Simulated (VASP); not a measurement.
# Si3Ge (P-6m2) in VASP: a series of runs, part 3 of 3

VASP 6.6.1.

## (5) Single point, PBE

This run uses another cell than the first one, of 17.30 Å³/atom.

INCAR

```
SYSTEM = Si3Ge
  ALGO = Normal
  EDIFF = 1E-7
  ENCUT = 520
  GGA = PE
  ISIF = 2
  ISMEAR = 0
  LASPH = .True.
  LCHARG = .False.
  LREAL = .False.
  LWAVE = .False.
  NBANDS = 21
  NELM = 60
  PREC = Accurate
  SIGMA = 0.1
```

KPOINTS

```
k-points
0
Gamma
  12 12 8
  0 0 0
```

POSCAR

```
Si3Ge
1.0
    3.6411686564      0.0000000000      0.0000000000
   -1.8205843282      3.1533445560      0.0000000000
    0.0000000000      0.0000000000      6.0260646721
Si Ge
3 1
Direct
    0.0000000000      0.0000000000      0.7681805645
    0.3333333333      0.6666666667      0.0000000000
    0.0000000000      0.0000000000      0.2318194355
    0.6666666667      0.3333333333      0.5000000000
```

Potentials or basis: VASP PAW PBE potentials, release 64 (Si, Ge_d).

Run with:

```bash
> cat potpaw_PBE.64/Si/POTCAR potpaw_PBE.64/Ge_d/POTCAR > POTCAR
> mpirun -np 1 vasp_std > vasp.out
```

OUTCAR:

```text
SYSTEM = Si3Ge
   EDIFF = 1E-7
   ENCUT = 520
   GGA = PE
   ISIF = 2
   ISMEAR = 0
   LASPH = .True.
   LREAL = .False.
   NELM = 60
   PREC = Accurate

 ion  position               nearest neighbor table
   1  0.000  0.000  0.768-   2 2.52   2 2.52   2 2.52   4 2.65   4 2.65   4 2.65   3 2.79
   2  0.333  0.667  0.000-   1 2.52   3 2.52   1 2.52   3 2.52   1 2.52   3 2.52
   3  0.000  0.000  0.232-   2 2.52   2 2.52   2 2.52   4 2.65   4 2.65   4 2.65   1 2.79
   4  0.667  0.333  0.500-   1 2.65   3 2.65   1 2.65   3 2.65   1 2.65   3 2.65

  LATTYP: Found a hexagonal cell.
 ALAT       =     3.6411686564
 C/A-ratio  =     1.6549809253

  Lattice vectors:

 A1 = (   3.6411686564,   0.0000000000,   0.0000000000)
 A2 = (  -1.8205843282,   3.1533445560,   0.0000000000)
 A3 = (   0.0000000000,   0.0000000000,   6.0260646721)

Analysis of symmetry for initial positions (statically):
=====================================================================
 Subroutine PRICEL returns:
 Original cell was already a primitive cell.

 Routine SETGRP: Setting up the symmetry group for a
 hexagonal supercell.

 Subroutine GETGRP returns: Found 12 space group operations
 (whereof 12 operations were pure point group operations)
 out of a pool of 24 trial point group operations.

The static configuration has the point symmetry D_3h.

Analysis of symmetry for dynamics (positions and initial velocities):
=====================================================================
 Subroutine PRICEL returns:
 Original cell was already a primitive cell.

 Routine SETGRP: Setting up the symmetry group for a
 hexagonal supercell.

 Subroutine GETGRP returns: Found 12 space group operations
 (whereof 12 operations were pure point group operations)
 out of a pool of 24 trial point group operations.

The dynamic configuration has the point symmetry D_3h.

 Subroutine INISYM returns: Found 12 space group operations
 (whereof 12 operations are pure point group operations),
 and found     1 'primitive' translations

----------------------------------------------------------------------------------------

                                     Primitive cell

  volume of cell :      69.1904

  direct lattice vectors                    reciprocal lattice vectors
     3.641168656  0.000000000  0.000000000     0.274637100  0.158561804  0.000000000
    -1.820584328  3.153344556  0.000000000     0.000000000  0.317123607  0.000000000
     0.000000000  0.000000000  6.026064672     0.000000000  0.000000000  0.165945780

  length of vectors
     3.641168656  3.641168656  6.026064672     0.317123607  0.317123607  0.165945780

  position of ions in fractional coordinates (direct lattice)
     0.000000000  0.000000000  0.768180564
     0.333333333  0.666666667  0.000000000
     0.000000000  0.000000000  0.231819436
     0.666666667  0.333333333  0.500000000

  ion indices of the primitive-cell ions
   primitive index   ion index
                 1           1
                 2           2
                 3           3
                 4           4

----------------------------------------------------------------------------------------

 KPOINTS: k-points

Automatic generation of k-mesh.
 Grid dimensions read from file:
 generate k-points for:   12   12    8

 Generating k-lattice:

  Cartesian coordinates                     Fractional coordinates (reciprocal lattice)
     0.022886425  0.013213484  0.000000000     0.083333333  0.000000000  0.000000000
     0.000000000  0.026426967  0.000000000     0.000000000  0.083333333  0.000000000
     0.000000000  0.000000000  0.020743222     0.000000000  0.000000000  0.125000000

  Length of vectors
     0.026426967  0.026426967  0.020743222

  Shift w.r.t. Gamma in fractional coordinates (k-lattice)
     0.000000000  0.000000000  0.000000000

 Subroutine IBZKPT returns following result:
 ===========================================

 Found     95 irreducible k-points:

 Following reciprocal coordinates:
            Coordinates               Weight
  0.000000  0.000000  0.000000      1.000000
  0.083333 -0.000000  0.000000      6.000000
  0.166667 -0.000000  0.000000      6.000000
  0.250000 -0.000000  0.000000      6.000000
  0.333333 -0.000000  0.000000      6.000000
  0.416667  0.000000  0.000000      6.000000
[... 16 lines left out ...]
  0.250000 -0.000000  0.125000     12.000000
  0.333333 -0.000000  0.125000     12.000000
 [... further k-points ...]
   k-points           NKPTS =     95   k-points in BZ     NKDIM =     95   number of bands    NBANDS=     21
   number of dos      NEDOS =    301   number of ions     NIONS =      4
   total plane-waves  NPLWV =  37632
   dimension x,y,z NGX =    28 NGY =   28 NGZ =   48
   dimension x,y,z NGXF=    56 NGYF=   56 NGZF=   96
   ions per type =               3   1
   NGX,Y,Z   is equivalent  to a cutoff of  12.78, 12.78, 13.24 a.u.
   NGXF,Y,Z  is equivalent  to a cutoff of  25.57, 25.57, 26.48 a.u.
 SYSTEM =  Si3Ge
   PREC   = accura    normal or accurate (medium, high low for compatibility)
   ISTART =      0    job   : 0-new  1-cont  2-samecut
   ICHARG =      2    charge: 1-file 2-atom 10-const
   ISPIN  =      1    spin polarized calculation?
   LNONCOLLINEAR =      F non collinear calculations
   LSORBIT =      F    spin-orbit coupling
   LASPH  =      T    aspherical Exc in radial PAW
   ENCUT  =  520.0 eV  38.22 Ry    6.18 a.u.   6.77  6.77 11.20*2*pi/ulx,y,z
   NELM   =     60;   NELMIN=  2; NELMDL= -5     # of ELM steps
   EDIFF  = 0.1E-06   stopping-criterion for ELM
   LREAL  =      F    real-space projection
   EDIFFG = 0.1E-05   stopping-criterion for IOM
   NSW    =      0    number of steps for IOM
   IBRION =     -1    ionic relax: 0-MD 1-quasi-New 2-CG
   NFREE  =      0    steps in history (QN), initial steepest desc. (CG)
   ISIF   =      2    stress and relaxation
   ISYM   =      2    0-nonsym 1-usesym 2-fastsym
   POTIM  = 0.5000    time-step for ionic-motion
   TEBEG  =    0.0;   TEEND  =   0.0 temperature during run
   PSTRESS=    0.0 pullay stress
   NELECT =      26.0000    total number of electrons
   NUPDOWN=      -1.0000    fix difference up-down
   EMIN   =  10.00;   EMAX   =-10.00  energy-range for DOS
   EFERMI =   0.00;   METHOD = LEGACY
   ISMEAR =     0;   SIGMA  =   0.10  broadening in eV -4-tet -1-fermi 0-gaus
   EFERMI_NEDOS =   21; number of points for ismear=-14 and -15
   IALGO  =     38    algorithm
   IMIX   =      4    mixing-type and parameters
     AMIX     =   0.40;   BMIX     =  1.00
     AMIX_MAG =   1.60;   BMIX_MAG =  1.00
  volume/ion in A,a.u.               =      17.30       116.73
  Fermi-wavevector in a.u.,A,eV,Ry     =   1.181365  2.232455 18.988594  1.395622
  Thomas-Fermi vector in A             =   2.317639
   LORBIT       =      0    0 simple, 1 ext, 2 COOP (PROOUT), +10 PAW based schemes
   GGA     = PE    functional components
   LHFCALC =     F    Hartree Fock is set to
   AEXX    =    0.0000 exact exchange contribution
   IVDW    =     0    specifies the selected vdW correction
   LEPSILON=     F    determine dielectric tensor
   LRPA    =     F    only Hartree local field effects (RPA)
 non-spin polarized calculation
 Gauss-broadening in eV      SIGMA  =   0.10
  energy-cutoff  :      520.00
  volume of cell :       69.19
 maximum number of plane-waves:      1882
 NGX is ok and might be reduce to    28
   NGX = 13   NGY = 13   NGZ = 23

 number of electron      26.0000000 magnetization

 Free energy of the ion-electron system (eV)
  ---------------------------------------------------
  ext. energy  EPLUGINS =         0.00000000
  ---------------------------------------------------
  free energy    TOTEN  =       -19.38132924 eV

  energy without entropy =      -19.37220462  energy(sigma->0) =      -19.37676693

 E-fermi :   7.6121     XC(G=0): -10.6319

 val. band max:        7.6069640352   @ k =   0.3333   0.1667   0.3750
 cond. band min:       7.6192259291   @ k =   0.1667   0.1667   0.2500
 fundamental gap:      0.0122618939
 Fermi energy:         7.6121297891

 k-point     1 :       0.0000    0.0000    0.0000
  band No.  band energies     occupation
      1     -16.8849      2.00000
      2     -16.8849      2.00000
      3     -16.8847      2.00000
      4     -16.8847      2.00000
      5     -16.8801      2.00000
      6      -5.5946      2.00000
[... 565 lines left out ...]
     20      15.0015      0.00000
     21      15.6151      0.00000

 [... further k-points ...]

------------------------ aborting loop because EDIFF is reached ----------------------------------------

  FORCE on cell =-STRESS in cart. coord.  units (eV):
  Direction    XX          YY          ZZ          XY          YZ          ZX
  --------------------------------------------------------------------------------------
  -------------------------------------------------------------------------------------
  Total       -0.0088294     -0.0088294     -0.0129292      0.0000000      0.0000000      0.0000000
  in kB       -0.2044545     -0.2044545     -0.2993889      0.0000000      0.0000000      0.0000000
  external PRESSURE =      -0.2360993 kB  Pullay stress =       0.0000000 kB

 VOLUME and BASIS-vectors are now :
 -----------------------------------------------------------------------------
  energy-cutoff  :      520.00
  volume of cell :       69.19
      direct lattice vectors                 reciprocal lattice vectors
     3.641168656  0.000000000  0.000000000     0.274637100  0.158561804  0.000000000
    -1.820584328  3.153344556  0.000000000     0.000000000  0.317123607  0.000000000
     0.000000000  0.000000000  6.026064672     0.000000000  0.000000000  0.165945780

 POSITION                                       TOTAL-FORCE (eV/Angst)
 -----------------------------------------------------------------------------------
      0.00000      0.00000      4.62911        -0.000000      0.000000      0.006087
     -0.00000      2.10223      0.00000        -0.000000      0.000000      0.000000
      0.00000      0.00000      1.39696        -0.000000      0.000000     -0.006087
      1.82058      1.05111      3.01303         0.000000     -0.000000      0.000000
 -----------------------------------------------------------------------------------
    total drift:                               -0.000002      0.000001      0.000000

  FREE ENERGIE OF THE ION-ELECTRON SYSTEM (eV)
  ---------------------------------------------------
  free  energy   TOTEN  =       -19.3813292364 eV

  energy  without entropy=      -19.3722046226  energy(sigma->0) =      -19.37676693
```

OSZICAR:

```text
N       E                     dE             d eps       ncg     rms          rms(c)
DAV:   1     0.153034729379E+03    0.15303E+03   -0.11940E+04  4888   0.216E+03
DAV:   2     0.156648307389E+01   -0.15147E+03   -0.14459E+03  4341   0.551E+02
DAV:   3    -0.188319540807E+02   -0.20398E+02   -0.20148E+02  4909   0.102E+02
DAV:   4    -0.194548074454E+02   -0.62285E+00   -0.62187E+00  4848   0.181E+01
DAV:   5    -0.194685681228E+02   -0.13761E-01   -0.13759E-01  5225   0.321E+00    0.493E+00
DAV:   6    -0.193956193604E+02    0.72949E-01   -0.18189E-01  5534   0.328E+00    0.287E+00
DAV:   7    -0.193819043266E+02    0.13715E-01   -0.37502E-02  4658   0.102E+00    0.673E-01
DAV:   8    -0.193811599719E+02    0.74435E-03   -0.30203E-03  5457   0.391E-01    0.170E-01
DAV:   9    -0.193813057002E+02   -0.14573E-03   -0.51062E-04  4680   0.131E-01    0.804E-02
DAV:  10    -0.193813289639E+02   -0.23264E-04   -0.43971E-05  4818   0.445E-02    0.105E-02
DAV:  11    -0.193813294376E+02   -0.47368E-06   -0.81936E-06  4854   0.180E-02    0.429E-03
DAV:  12    -0.193813293335E+02    0.10408E-06   -0.84291E-07  5025   0.504E-03    0.291E-03
DAV:  13    -0.193813292364E+02    0.97075E-07   -0.23974E-07  4463   0.376E-03
   1 F= -.19381329E+02 E0= -.19376767E+02  d E =-.912461E-02
```

stdout:

```text
POSCAR found type information on POSCAR SiGe
 POSCAR found :  2 types and       4 ions
 scaLAPACK will be used
 LDA part: xc-table for (Slater+PW92), standard interpolation
 POSCAR, INCAR and KPOINTS ok, starting setup
 FFT: planning ... GRIDC
 FFT: planning ... GRID_SOFT
 FFT: planning ... GRID
 WAVECAR not read
 entering main loop
```

Run time: 2.5 min. Hardware: 1 thread of Intel Xeon 8259CL, shared host; peak memory 0.26 GiB.

What came out:

| Property | Result |
| --- | --- |
| Free energy | -19.3813 eV |
| Pressure | 0.0 GPa |
| Largest force | 0.006 eV/Å |
| Band gap on the k mesh | zero (bands 13 and 14 overlap by 4.04 eV) |

Forces in eV/Å, atoms in the order of the input:
```
Si   0.000  0.000  0.006
Si   0.000  0.000  0.000
Si   0.000  0.000 -0.006
Ge   0.000  0.000  0.000
```

Levels at points of the mesh, in eV from the Fermi level:
```tsv
k point	band 11	band 12	band 13	band 14	band 15	band 16
(0.00, 0.00, 0.00)	0.74	1.02	1.02	1.27	2.61	2.85
(0.50, 0.00, 0.00)	-4.63	-2.94	0.49	0.83	1.06	1.66
(0.00, 0.00, 0.50)	-0.38	0.75	0.75	2.02	2.56	2.92
(0.50, 0.00, 0.50)	-1.73	-1.68	-1.52	-1.05	-0.96	1.94
```

## (6) The runs side by side

```csv
task,cell,k mesh,cutoff (eV),gap on the mesh (eV),pressure (GPa),largest force (eV/Å)
single point,"a = 3.648, b = 3.648, c = 5.961 Å, angles 90.0, 90.0, 120.0°, 4 atoms, atomic positions A",6 × 6 × 2,520,none,-0.1,-
single point,"a = 3.633, b = 3.633, c = 6.037 Å, angles 90.0, 90.0, 120.0°, 4 atoms, atomic positions B",6 × 6 × 4,520,none,-0.1,0.04
relaxation of cell and atoms,"relaxed from a = 3.483, b = 3.483, c = 7.663 Å, angles 90.0, 90.0, 120.0°, 4 atoms, atomic positions C",6 × 6 × 2,600,none,0.1,0.02
single point,"a = 3.641, b = 3.641, c = 6.026 Å, angles 90.0, 90.0, 120.0°, 4 atoms, atomic positions D",12 × 12 × 8,520,none,0.0,0.01
```

Alike in all rows: level PBE; potentials or basis VASP PAW PBE potentials, release 64 (Si, Ge_d); no spin polarisation; smearing gaussian 0.1 eV.

Caveats: some runs use coarse meshes; a cell axis changed by over 15 % at a fixed basis, so the end point is rough (at least some runs).

Absolute energies hang on the potentials; compare differences alone.

The gap in the log of VASP goes by the Fermi energy; the results here count the filled bands.